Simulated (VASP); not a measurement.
The system is Y.

```
CELL_PARAMETERS angstrom
3.64254 0.00000 0.00000
-1.82127 3.15454 0.00000
0.00000 0.00000 11.84413
ATOMIC_POSITIONS crystal
Y 0.66667 0.33333 0.75000
Y 0.00000 0.00000 0.50000
Y 0.33333 0.66667 0.25000
Y 0.00000 0.00000 0.00000
```

```yaml
Program: VASP 6.6.1
Task: relaxation of cell and atoms
Functional: PBEsol
Potentials_or_basis: VASP PAW PBE potentials, release 64 (Y_sv)
Cutoff: 600 eV
k_mesh: 8 × 8 × 3
Occupations: fermi-dirac, width 0.05 eV
Spin: no spin polarisation
```

At the start: pressure -3.6 GPa; volume 34.02 Å³/atom.

Question: Where does the relaxation end?

Answer: Over 7 steps the energy falls by 39.7 meV/atom and the volume is 30.75 Å³/atom (-9.6 %); space group P6_3/mmc (No. 194, to 0.1 Å) before and after.

Step by step:
```csv
step,energy change (eV),largest force (eV/Å),pressure (GPa),volume (Å³)
1,0.0000,0.0000,-3.59,136.10
2,-0.1569,0.0000,0.48,121.63
3,-0.1588,0.0000,0.01,122.95
4,-0.1588,0.0000,-0.08,123.20
5,-0.1588,0.0000,-0.08,123.21
6,-0.1589,0.0000,-0.08,123.21
7,-0.1589,0.0000,-0.01,123.02
```

Final structure:
```
Y
1.0
     3.53038    0.00000    0.00000
    -1.76519    3.05740    0.00000
     0.00000    0.00000   11.39710
Y
4
Direct
  0.66667 0.33333 0.75000
  0.00000 0.00000 0.50000
  0.33333 0.66667 0.25000
  0.00000 0.00000 0.00000
```

Caveat: the PAW data sets were made with another functional, which shifts forces and pressure a little.
